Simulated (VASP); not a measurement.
# KAg (CsCl type) (Pm-3m) in VASP: notebook, part 2 of 2

VASP 6.6.1. The steps go on from the part before.

## 3. Electric field gradients, PBEsol

INCAR reads:

```
SYSTEM = KAg
PREC = Accurate
ENCUT = 400
EDIFF = 1E-8
ISMEAR = 1
SIGMA = 0.15
LREAL = .FALSE.
LASPH = .TRUE.
NELM = 120
ALGO = Normal
ISIF = 2
LWAVE = .FALSE.
LCHARG = .FALSE.
GGA = PS
LEFG = .TRUE.
NBANDS = 17
GGA_COMPAT = .FALSE.
```

KPOINTS reads:

```
regular mesh
0
G
  10 10 10
  0 0 0
```

POSCAR reads:

```
KAg
1.0
    3.9843582061      0.0000000000      0.0000000000
    0.0000000000      3.9843582061      0.0000000000
    0.0000000000      0.0000000000      3.9843582061
K Ag
1 1
Direct
    0.0000000000      0.0000000000      0.0000000000
    0.5000000000      0.5000000000      0.5000000000
```

Potentials or basis: VASP PAW PBE potentials, release 64 (K_sv, Ag).

Command:

```
> cat potpaw_PBE.64/K_sv/POTCAR potpaw_PBE.64/Ag/POTCAR > POTCAR
> mpirun -np 1 vasp_std > vasp.out
```

OUTCAR:

```text
SYSTEM = KAg
   PREC = Accurate
   ENCUT = 400
   EDIFF = 1E-8
   ISMEAR = 1
   LREAL = .FALSE.
   LASPH = .TRUE.
   NELM = 120
   ISIF = 2
   GGA = PS

 ion  position               nearest neighbor table
   1  0.000  0.000  0.000-   2 3.45   2 3.45   2 3.45   2 3.45   2 3.45   2 3.45   2 3.45   2 3.45

   2  0.500  0.500  0.500-   1 3.45   1 3.45   1 3.45   1 3.45   1 3.45   1 3.45   1 3.45   1 3.45

  LATTYP: Found a simple cubic cell.
 ALAT       =     3.9843582061

  Lattice vectors:

 A1 = (   3.9843582061,   0.0000000000,   0.0000000000)
 A2 = (   0.0000000000,   3.9843582061,   0.0000000000)
 A3 = (   0.0000000000,   0.0000000000,   3.9843582061)

Analysis of symmetry for initial positions (statically):
=====================================================================
 Subroutine PRICEL returns:
 Original cell was already a primitive cell.

 Routine SETGRP: Setting up the symmetry group for a
 simple cubic supercell.

 Subroutine GETGRP returns: Found 48 space group operations
 (whereof 48 operations were pure point group operations)
 out of a pool of 48 trial point group operations.

The static configuration has the point symmetry O_h .

Analysis of symmetry for dynamics (positions and initial velocities):
=====================================================================
 Subroutine PRICEL returns:
 Original cell was already a primitive cell.

 Routine SETGRP: Setting up the symmetry group for a
 simple cubic supercell.

 Subroutine GETGRP returns: Found 48 space group operations
 (whereof 48 operations were pure point group operations)
 out of a pool of 48 trial point group operations.

The dynamic configuration has the point symmetry O_h .

 Subroutine INISYM returns: Found 48 space group operations
 (whereof 48 operations are pure point group operations),
 and found     1 'primitive' translations

----------------------------------------------------------------------------------------

                                     Primitive cell

  volume of cell :      63.2521

  direct lattice vectors                    reciprocal lattice vectors
     3.984358206  0.000000000  0.000000000     0.250981450  0.000000000  0.000000000
     0.000000000  3.984358206  0.000000000     0.000000000  0.250981450  0.000000000
     0.000000000  0.000000000  3.984358206     0.000000000  0.000000000  0.250981450

  length of vectors
     3.984358206  3.984358206  3.984358206     0.250981450  0.250981450  0.250981450

  position of ions in fractional coordinates (direct lattice)
     0.000000000  0.000000000  0.000000000
     0.500000000  0.500000000  0.500000000

  ion indices of the primitive-cell ions
   primitive index   ion index
                 1           1
                 2           2

----------------------------------------------------------------------------------------

 KPOINTS: regular mesh

Automatic generation of k-mesh.
 Grid dimensions read from file:
 generate k-points for:   10   10   10
[... 66 lines left out ...]
   EDIFFG = 0.1E-06   stopping-criterion for IOM
   NSW    =      0    number of steps for IOM
   IBRION =     -1    ionic relax: 0-MD 1-quasi-New 2-CG
   NFREE  =      0    steps in history (QN), initial steepest desc. (CG)
   ISIF   =      2    stress and relaxation
   ISYM   =      2    0-nonsym 1-usesym 2-fastsym
   POTIM  = 0.5000    time-step for ionic-motion
   TEBEG  =    0.0;   TEEND  =   0.0 temperature during run
   PSTRESS=    0.0 pullay stress
   NELECT =      20.0000    total number of electrons
   NUPDOWN=      -1.0000    fix difference up-down
   EMIN   =  10.00;   EMAX   =-10.00  energy-range for DOS
   EFERMI =   0.00;   METHOD = LEGACY
   ISMEAR =     1;   SIGMA  =   0.15  broadening in eV -4-tet -1-fermi 0-gaus
   EFERMI_NEDOS =   21; number of points for ismear=-14 and -15
   IALGO  =     38    algorithm
   IMIX   =      4    mixing-type and parameters
     AMIX     =   0.40;   BMIX     =  1.00
     AMIX_MAG =   1.60;   BMIX_MAG =  1.00
  volume/ion in A,a.u.               =      31.63       213.42
  Fermi-wavevector in a.u.,A,eV,Ry     =   1.115304  2.107618 16.924317  1.243902
  Thomas-Fermi vector in A             =   2.251907
   LORBIT       =      0    0 simple, 1 ext, 2 COOP (PROOUT), +10 PAW based schemes
   GGA     = PS    functional components
   LHFCALC =     F    Hartree Fock is set to
   AEXX    =    0.0000 exact exchange contribution
   IVDW    =     0    specifies the selected vdW correction
   LEPSILON=     F    determine dielectric tensor
   LRPA    =     F    only Hartree local field effects (RPA)
 non-spin polarized calculation
 Methfessel and Paxton  Order N= 1 SIGMA  =   0.15
  energy-cutoff  :      400.00
  volume of cell :       63.25
 maximum number of plane-waves:      1189
 NGX is ok and might be reduce to    28
   NGX = 13   NGY = 13   NGZ = 13

 number of electron      19.9999991 magnetization

 Free energy of the ion-electron system (eV)
  ---------------------------------------------------
  ext. energy  EPLUGINS =         0.00000000
  ---------------------------------------------------
  free energy    TOTEN  =        -3.99664045 eV

  energy without entropy =       -3.99740198  energy(sigma->0) =       -3.99689429

 E-fermi :   2.0907     XC(G=0):  -8.5873

 val. band max:        1.9200124894   @ k =   0.5000   0.1000   0.1000
 cond. band min:       2.0910450501   @ k =   0.4000   0.4000   0.4000
 fundamental gap:      0.1710325607
 Fermi energy:         2.0906894063

 k-point     1 :       0.0000    0.0000    0.0000
  band No.  band energies     occupation
      1     -28.5032      2.00000
      2     -12.0031      2.00000
      3     -12.0031      2.00000
      4     -12.0031      2.00000
      5      -2.0196      2.00000
      6      -2.0196      2.00000
[... 457 lines left out ...]
      4     -12.0090      2.00000
      5      -1.9350      2.00000
      6      -1.8209      2.00000
[... 9 lines left out ...]
     16       9.8254      0.00000
     17      11.1731      0.00000

 [... further k-points ...]
[... 5 lines left out ...]
  --------------------------------------------------------------------------------------
  -------------------------------------------------------------------------------------
  Total       -0.0310515     -0.0310515     -0.0310515     -0.0000000      0.0000000     -0.0000000
  in kB       -0.7865353     -0.7865353     -0.7865353     -0.0000000      0.0000000     -0.0000000
  external PRESSURE =      -0.7865353 kB  Pullay stress =       0.0000000 kB

 VOLUME and BASIS-vectors are now :
 -----------------------------------------------------------------------------
  energy-cutoff  :      400.00
  volume of cell :       63.25
      direct lattice vectors                 reciprocal lattice vectors
     3.984358206  0.000000000  0.000000000     0.250981450  0.000000000  0.000000000
     0.000000000  3.984358206  0.000000000     0.000000000  0.250981450  0.000000000
     0.000000000  0.000000000  3.984358206     0.000000000  0.000000000  0.250981450

 POSITION                                       TOTAL-FORCE (eV/Angst)
 -----------------------------------------------------------------------------------
      0.00000      0.00000      0.00000         0.000000      0.000000      0.000000
      1.99218      1.99218      1.99218         0.000000      0.000000      0.000000
 -----------------------------------------------------------------------------------
    total drift:                                0.000000      0.000000      0.000000

  FREE ENERGIE OF THE ION-ELECTRON SYSTEM (eV)
  ---------------------------------------------------
  free  energy   TOTEN  =        -3.9966404489 eV

  energy  without entropy=       -3.9974019841  energy(sigma->0) =       -3.99689429

 Electric field gradients (V/A^2)
---------------------------------------------------------------------
 ion       V_xx      V_yy      V_zz      V_xy      V_xz      V_yz
---------------------------------------------------------------------
   1       0.000     0.000     0.000    -0.000     0.000    -0.000
   2       0.000    -0.000     0.000    -0.000    -0.000    -0.000
---------------------------------------------------------------------

 Electric field gradients after diagonalization (V/A^2)
 (convention: |V_zz| > |V_xx| > |V_yy|)
----------------------------------------------------------------------
 ion       V_xx      V_yy      V_zz     asymmetry (V_yy - V_xx)/ V_zz
----------------------------------------------------------------------
   1       0.000     0.000     0.000      -0.324
   2       0.000    -0.000     0.000      -0.812
----------------------------------------------------------------------

           NMR quadrupolar parameters

 Cq : quadrupolar parameter    Cq=e*Q*V_zz/h
 eta: asymmetry parameters     (V_yy - V_xx)/ V_zz
 Q  : nuclear electric quadrupole moment in mb (millibarn)
----------------------------------------------------------------------
 ion       Cq(MHz)       eta       Q (mb)
----------------------------------------------------------------------
   1       0.000      -0.324       1.000
   2       0.000      -0.812       1.000
----------------------------------------------------------------------
```

OSZICAR:

```text
N       E                     dE             d eps       ncg     rms          rms(c)
DAV:   1     0.978746062518E+02    0.97875E+02   -0.82395E+03  1920   0.884E+02
DAV:   2    -0.139803805821E+01   -0.99273E+02   -0.94367E+02  2173   0.236E+02
DAV:   3    -0.403706352129E+01   -0.26390E+01   -0.26283E+01  2745   0.348E+01
DAV:   4    -0.412215859471E+01   -0.85095E-01   -0.85067E-01  2604   0.481E+00
DAV:   5    -0.412313434052E+01   -0.97575E-03   -0.97569E-03  2791   0.552E-01    0.515E+00
DAV:   6    -0.400741851075E+01    0.11572E+00   -0.49239E-01  2027   0.502E+00    0.266E+00
DAV:   7    -0.399887293565E+01    0.85456E-02   -0.12268E-02  2869   0.767E-01    0.152E+00
DAV:   8    -0.399657794752E+01    0.22950E-02   -0.76761E-03  2477   0.579E-01    0.952E-02
DAV:   9    -0.399662087022E+01   -0.42923E-04   -0.70466E-04  2477   0.215E-01    0.585E-02
DAV:  10    -0.399663848663E+01   -0.17616E-04   -0.56246E-05  2640   0.566E-02    0.194E-02
DAV:  11    -0.399664035143E+01   -0.18648E-05   -0.15000E-05  2478   0.294E-02    0.341E-03
DAV:  12    -0.399664071084E+01   -0.35941E-06   -0.11783E-06  2479   0.993E-03    0.215E-03
DAV:  13    -0.399664054514E+01    0.16570E-06   -0.37698E-08  2642   0.133E-03    0.866E-04
DAV:  14    -0.399664044160E+01    0.10355E-06   -0.15994E-08  2500   0.871E-04    0.682E-05
DAV:  15    -0.399664044890E+01   -0.73057E-08   -0.13280E-09  1259   0.208E-04
   1 F= -.39966404E+01 E0= -.39968943E+01  d E =0.761535E-03
```

stdout:

```text
POSCAR found type information on POSCAR K Ag
 POSCAR found :  2 types and       2 ions
 scaLAPACK will be used
 -----------------------------------------------------------------------------
|                                                                             |
|                                                                             |
|     You enforced a specific xc type in the INCAR file but a different       |
|     I HOPE YOU KNOW WHAT YOU ARE DOING!                                     |
|                                                                             |
 -----------------------------------------------------------------------------

 LDA part: xc-table for (Slater+PW92), standard interpolation
 POSCAR, INCAR and KPOINTS ok, starting setup
 FFT: planning ... GRIDC
 FFT: planning ... GRID_SOFT
 FFT: planning ... GRID
 WAVECAR not read
 entering main loop
ion   1

ion   2
```

Wall time 42 s (1 thread of AMD EPYC 9R45 (Zen 5), shared host); peak memory 0.14 GiB.

What came out:

* Free energy: -3.9966 eV
* Pressure: -0.1 GPa
* Band gap on the k mesh: zero (band 10 reaches 3.55 eV, above the bottom of band 11 at 1.64 eV)

Caveat: without QUAD_EFG the Cq values of the log hold for a quadrupole moment of 1 mb, not for the nuclei; the PAW data sets were made with another functional, which shifts forces and pressure a little.
